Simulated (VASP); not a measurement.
# PbS (F-43m) in VASP: settings compared

PbS is run at these levels: PBE, PBEsol, LDA; tasks: single point, relaxation of cell and atoms.

All numbers are computed with VASP 6.6.1; they aren't measurements. Logs are shortened: lines on timing, memory, paths and dates and some standing lists are left out, and cuts for length are marked.

### 1 The cell of the first run

Symmetry: F-43m, No. 216, cubic system. Conventional cell: a = 6.647 Å, b = 6.647 Å, c = 6.647 Å, α = 90.00°, β = 90.00°, γ = 90.00°. Within 3.8 Å of Pb (site symmetry -43m) lie 4 S at 2.88 Å. S (site symmetry -43m) has 4 Pb at 2.88 Å within 3.8 Å.

### 2 Single point, PBE

INCAR

```
SYSTEM = PbS
PREC = Accurate
ENCUT = 520
EDIFF = 1E-7
ISMEAR = -1
SIGMA = 0.02
LREAL = .False.
LASPH = .True.
NELM = 80
ALGO = Normal
ISIF = 2
LWAVE = .False.
LCHARG = .False.
GGA = PE
NBANDS = 17
```

KPOINTS

```
Automatic mesh
0
Gamma
  8 8 8
  0 0 0
```

POSCAR

```
PbS
1.0
    0.0000000000      3.3235679683      3.3235679683
    3.3235679683      0.0000000000      3.3235679683
    3.3235679683      3.3235679683      0.0000000000
Pb S
1 1
Direct
    0.0000000000      0.0000000000      0.0000000000
    0.2500000000      0.2500000000      0.2500000000
```

Potentials or basis: VASP PAW PBE potentials, release 64 (Pb_d, S).

Command:

```bash
$ cat potpaw_PBE.64/Pb_d/POTCAR potpaw_PBE.64/S/POTCAR > POTCAR
$ mpirun -np 1 vasp_std > vasp.out
```

OUTCAR:

```text
SYSTEM = PbS
   PREC = Accurate
   ENCUT = 520
   EDIFF = 1E-7
   ISMEAR = -1
   LREAL = .False.
   LASPH = .True.
   NELM = 80
   ISIF = 2
   GGA = PE

 ion  position               nearest neighbor table
   1  0.000  0.000  0.000-   2 2.88   2 2.88   2 2.88   2 2.88
   2  0.250  0.250  0.250-   1 2.88   1 2.88   1 2.88   1 2.88

  LATTYP: Found a face centered cubic cell.
 ALAT       =     6.6471359366

  Lattice vectors:

 A1 = (   0.0000000000,   3.3235679683,   3.3235679683)
 A2 = (   3.3235679683,   0.0000000000,   3.3235679683)
 A3 = (   3.3235679683,   3.3235679683,   0.0000000000)

Analysis of symmetry for initial positions (statically):
=====================================================================
 Subroutine PRICEL returns:
 Original cell was already a primitive cell.

 Routine SETGRP: Setting up the symmetry group for a
 face centered cubic supercell.

 Subroutine GETGRP returns: Found 24 space group operations
 (whereof 24 operations were pure point group operations)
 out of a pool of 48 trial point group operations.

The static configuration has the point symmetry T_d .

Analysis of symmetry for dynamics (positions and initial velocities):
=====================================================================
 Subroutine PRICEL returns:
 Original cell was already a primitive cell.

 Routine SETGRP: Setting up the symmetry group for a
 face centered cubic supercell.

 Subroutine GETGRP returns: Found 24 space group operations
 (whereof 24 operations were pure point group operations)
 out of a pool of 48 trial point group operations.

The dynamic configuration has the point symmetry T_d .

 Subroutine INISYM returns: Found 24 space group operations
 (whereof 24 operations are pure point group operations),
 and found     1 'primitive' translations

----------------------------------------------------------------------------------------

                                     Primitive cell

  volume of cell :      73.4250

  direct lattice vectors                    reciprocal lattice vectors
     0.000000000  3.323567968  3.323567968    -0.150440733  0.150440733  0.150440733
     3.323567968  0.000000000  3.323567968     0.150440733 -0.150440733  0.150440733
     3.323567968  3.323567968  0.000000000     0.150440733  0.150440733 -0.150440733
[... 78 lines left out ...]
   ISPIN  =      1    spin polarized calculation?
   LNONCOLLINEAR =      F non collinear calculations
   LSORBIT =      F    spin-orbit coupling
   LASPH  =      T    aspherical Exc in radial PAW
   ENCUT  =  520.0 eV  38.22 Ry    6.18 a.u.   8.74  8.74  8.74*2*pi/ulx,y,z
   NELM   =     80;   NELMIN=  2; NELMDL= -5     # of ELM steps
   EDIFF  = 0.1E-06   stopping-criterion for ELM
   LREAL  =      F    real-space projection
   EDIFFG = 0.1E-05   stopping-criterion for IOM
   NSW    =      0    number of steps for IOM
   IBRION =     -1    ionic relax: 0-MD 1-quasi-New 2-CG
   NFREE  =      0    steps in history (QN), initial steepest desc. (CG)
   ISIF   =      2    stress and relaxation
   ISYM   =      2    0-nonsym 1-usesym 2-fastsym
   POTIM  = 0.5000    time-step for ionic-motion
   TEBEG  =    0.0;   TEEND  =   0.0 temperature during run
   PSTRESS=    0.0 pullay stress
   NELECT =      20.0000    total number of electrons
   NUPDOWN=      -1.0000    fix difference up-down
   EMIN   =  10.00;   EMAX   =-10.00  energy-range for DOS
   EFERMI =   0.00;   METHOD = LEGACY
   ISMEAR =    -1;   SIGMA  =   0.02  broadening in eV -4-tet -1-fermi 0-gaus
   EFERMI_NEDOS =   21; number of points for ismear=-14 and -15
   IALGO  =     38    algorithm
   IMIX   =      4    mixing-type and parameters
     AMIX     =   0.40;   BMIX     =  1.00
     AMIX_MAG =   1.60;   BMIX_MAG =  1.00
  volume/ion in A,a.u.               =      36.71       247.75
  Fermi-wavevector in a.u.,A,eV,Ry     =   1.061216  2.005407 15.322588  1.126178
  Thomas-Fermi vector in A             =   2.196624
   LORBIT       =      0    0 simple, 1 ext, 2 COOP (PROOUT), +10 PAW based schemes
   GGA     = PE    functional components
   LHFCALC =     F    Hartree Fock is set to
   AEXX    =    0.0000 exact exchange contribution
   IVDW    =     0    specifies the selected vdW correction
   LEPSILON=     F    determine dielectric tensor
   LRPA    =     F    only Hartree local field effects (RPA)
 non-spin polarized calculation
  energy-cutoff  :      520.00
  volume of cell :       73.42
 maximum number of plane-waves:      2006
   NGX = 17   NGY = 17   NGZ = 17

 number of electron      19.9999997 magnetization

 Free energy of the ion-electron system (eV)
  ---------------------------------------------------
  ext. energy  EPLUGINS =         0.00000000
  ---------------------------------------------------
  free energy    TOTEN  =        -8.40883425 eV

  energy without entropy =       -8.40883425  energy(sigma->0) =       -8.40883425

 E-fermi :   3.1110     XC(G=0):  -7.8362

 val. band max:        2.6832021878   @ k =  -0.2500   0.5000   0.2500
 cond. band min:       3.5303694077   @ k =   0.5000   0.5000   0.0000
 fundamental gap:      0.8471672199
 Fermi energy:         3.1110187140

 k-point     1 :       0.0000    0.0000    0.0000
  band No.  band energies     occupation
      1     -13.9530      2.00000
      2     -13.9530      2.00000
      3     -13.9530      2.00000
      4     -13.9208      2.00000
      5     -13.9208      2.00000
      6      -9.7985      2.00000
[... 457 lines left out ...]
      4     -13.9203      2.00000
      5     -13.9168      2.00000
      6      -8.9720      2.00000
[... 9 lines left out ...]
     16      11.3948      0.00000
     17      12.1842      0.00000

 [... further k-points ...]

------------------------ aborting loop because EDIFF is reached ----------------------------------------

  FORCE on cell =-STRESS in cart. coord.  units (eV):
  Direction    XX          YY          ZZ          XY          YZ          ZX
  --------------------------------------------------------------------------------------
  -------------------------------------------------------------------------------------
  Total       -0.0196171     -0.0196171     -0.0196171      0.0000000      0.0000000      0.0000000
  in kB       -0.4280566     -0.4280566     -0.4280566      0.0000000      0.0000000      0.0000000
  external PRESSURE =      -0.4280566 kB  Pullay stress =       0.0000000 kB

 VOLUME and BASIS-vectors are now :
 -----------------------------------------------------------------------------
  energy-cutoff  :      520.00
  volume of cell :       73.42
      direct lattice vectors                 reciprocal lattice vectors
     0.000000000  3.323567968  3.323567968    -0.150440733  0.150440733  0.150440733
     3.323567968  0.000000000  3.323567968     0.150440733 -0.150440733  0.150440733
     3.323567968  3.323567968  0.000000000     0.150440733  0.150440733 -0.150440733

 POSITION                                       TOTAL-FORCE (eV/Angst)
 -----------------------------------------------------------------------------------
      0.00000      0.00000      0.00000        -0.000000     -0.000000     -0.000000
      1.66178      1.66178      1.66178         0.000000      0.000000      0.000000
 -----------------------------------------------------------------------------------
    total drift:                                0.000000      0.000000      0.000000

  FREE ENERGIE OF THE ION-ELECTRON SYSTEM (eV)
  ---------------------------------------------------
  free  energy   TOTEN  =        -8.4088342454 eV

  energy  without entropy=       -8.4088342454  energy(sigma->0) =       -8.40883425
```

OSZICAR:

```text
N       E                     dE             d eps       ncg     rms          rms(c)
DAV:   1     0.160858109905E+03    0.16086E+03   -0.93227E+03   986   0.113E+03
DAV:   2     0.443744940048E+01   -0.15642E+03   -0.15022E+03  1054   0.294E+02
DAV:   3    -0.876214790833E+01   -0.13200E+02   -0.13122E+02  1299   0.929E+01
DAV:   4    -0.911998761585E+01   -0.35784E+00   -0.35762E+00  1237   0.187E+01
DAV:   5    -0.913444853147E+01   -0.14461E-01   -0.14460E-01  1418   0.338E+00    0.479E+00
DAV:   6    -0.840154853981E+01    0.73290E+00   -0.22145E+00  1494   0.902E+00    0.361E+00
DAV:   7    -0.840284534806E+01   -0.12968E-02   -0.18659E-01  1072   0.205E+00    0.192E+00
DAV:   8    -0.840734635038E+01   -0.45010E-02   -0.19564E-02  1126   0.151E+00    0.168E-01
DAV:   9    -0.840794644490E+01   -0.60009E-03   -0.64023E-03  1308   0.571E-01    0.180E-01
DAV:  10    -0.840867577032E+01   -0.72933E-03   -0.93550E-04  1039   0.198E-01    0.484E-02
DAV:  11    -0.840881526748E+01   -0.13950E-03   -0.21622E-04  1216   0.122E-01    0.281E-02
DAV:  12    -0.840883195108E+01   -0.16684E-04   -0.36602E-05  1124   0.642E-02    0.547E-03
DAV:  13    -0.840883367105E+01   -0.17200E-05   -0.28045E-06  1130   0.137E-02    0.224E-03
DAV:  14    -0.840883416946E+01   -0.49841E-06   -0.10579E-06  1121   0.516E-03    0.124E-03
DAV:  15    -0.840883424537E+01   -0.75903E-07   -0.65733E-08  1047   0.222E-03
   1 F= -.84088342E+01 E0= -.84088342E+01  d E =-.945486E-11
```

stdout:

```text
POSCAR found type information on POSCAR PbS
 POSCAR found :  2 types and       2 ions
 scaLAPACK will be used
 LDA part: xc-table for (Slater+PW92), standard interpolation
 POSCAR, INCAR and KPOINTS ok, starting setup
 FFT: planning ... GRIDC
 FFT: planning ... GRID_SOFT
 FFT: planning ... GRID
 WAVECAR not read
 entering main loop
```

Wall time 71 s (1 thread of AMD EPYC 7R13, shared host); peak memory 0.19 GiB.

Results:

* Free energy: -8.4088 eV
* Pressure: 0.0 GPa
* Band gap on the k mesh: 0.85 eV (least direct gap 1.30 eV)

Caveat: spin-orbit coupling is left out, which moves the levels of the heavy elements. A k mesh can miss the band edges.

[end of part 1 of 2]
